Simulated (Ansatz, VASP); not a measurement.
## Two plane-wave programs on Cu3Au

The input POSCAR:

```
Cu3Au
1.0
    3.7400000000      0.0000000000      0.0000000000
    0.0000000000      3.7400000000      0.0000000000
    0.0000000000      0.0000000000      3.7400000000
Au Cu
1 3
Direct
    0.0000000000      0.0000000000      0.0000000000
    0.5000000000      0.5000000000      0.0000000000
    0.5000000000      0.0000000000      0.5000000000
    0.0000000000      0.5000000000      0.5000000000
```

Contents of INCAR.step1:

```
PREC = Accurate ; ENCUT = 520
EDIFF = 1E-5 ; ISMEAR = -1
SIGMA = 0.05 ; LREAL = False
LASPH = True ; NELM = 120
ALGO = Normal ; ISIF = 2
LWAVE = True ; LCHARG = False
GGA = PE ; NBANDS = 30
GGA_COMPAT = False
```

The input INCAR.step2:

```
PREC = Accurate ; ENCUT = 520
EDIFF = 1E-6 ; ISMEAR = -1
SIGMA = 0.05 ; LREAL = False
LASPH = True ; NELM = 120
ALGO = Normal ; ISIF = 2
LWAVE = False ; LCHARG = False
GGA = PE ; LHFCALC = True
AEXX = 0.25 ; HFSCREEN = 0.3
PRECFOCK = Normal ; ISTART = 1
NBANDS = 30 ; GGA_COMPAT = False
```

Contents of KPOINTS:

```
regular mesh
0
Gamma
  4 4 4
```

The input input.yaml:

```yaml
crystal:
  lattice:
    - [3.74, 0.0, 0.0]
    - [0.0, 3.74, 0.0]
    - [0.0, 0.0, 3.74]
  atoms:
    - { symbol: Au, position: [0.0, 0.0, 0.0] }
    - { symbol: Cu, position: [0.5, 0.5, 0.0] }
    - { symbol: Cu, position: [0.5, 0.0, 0.5] }
    - { symbol: Cu, position: [0.0, 0.5, 0.5] }
hamiltonian:
  xc: { exchange: pbe, correlation: pbe, exx: { coeff: 0.25, omega: 0.3 } }
  pseudopotentials: { kind: paw }
kpoints:
  mp_grid: { grid: [4, 4, 4] }
  band_path:
    path:
      - [[0.0, 0.0, 0.0], [0.0, 0.5, 0.0], [0.5, 0.5, 0.0], [0.0, 0.0, 0.0], [0.5, 0.5, 0.5], [0.0, 0.5, 0.0]]
      - [[0.5, 0.5, 0.0], [0.5, 0.5, 0.5]]
    npoints: 4
scf:
  occupations: { method: fermi_dirac, width: 0.05 }
  n_extra_bands: 10
output:
  forces: true
  stress: true
  eigenvalues: true
  fatbands: false
```

Alike in both runs: functional PBE-based screened hybrid with a share of 0.25 of exact exchange and HFSCREEN = 0.3; k mesh 4 × 4 × 4; occupations fermi-dirac, width 0.05 eV; no spin polarisation.

|  | VASP | Ansatz |
| --- | --- | --- |
| version | VASP 6.6.1 | Ansatz 0.2.0 |
| potentials or method | VASP PAW PBE potentials, release 64 (Au, Cu) | Ansatz PAW |
| plane-wave cutoff (eV) | 520 | 420 |
| valence electrons in the cell | 44 | 76 |
| task | single point | band structure |

```tsv
	VASP	Ansatz	Ansatz less VASP
gap on the k mesh at the Fermi level (eV)	none	none	-
pressure (GPa)	3.5	3.3	-0.17
```

VASP's potentials were made for PBE, not for PBE-based screened hybrid. A gap of «none» marks a metal or a gap that the smearing closes. The functional is the same, so the differences come from potentials, cutoffs and numerics. VASP's potentials hold 44 valence electrons a cell and Ansatz's 76, so a difference there can come from the potentials and not from the codes.

The k mesh is coarse, so the values compare programs but aren't converged. Spin-orbit coupling is off throughout.
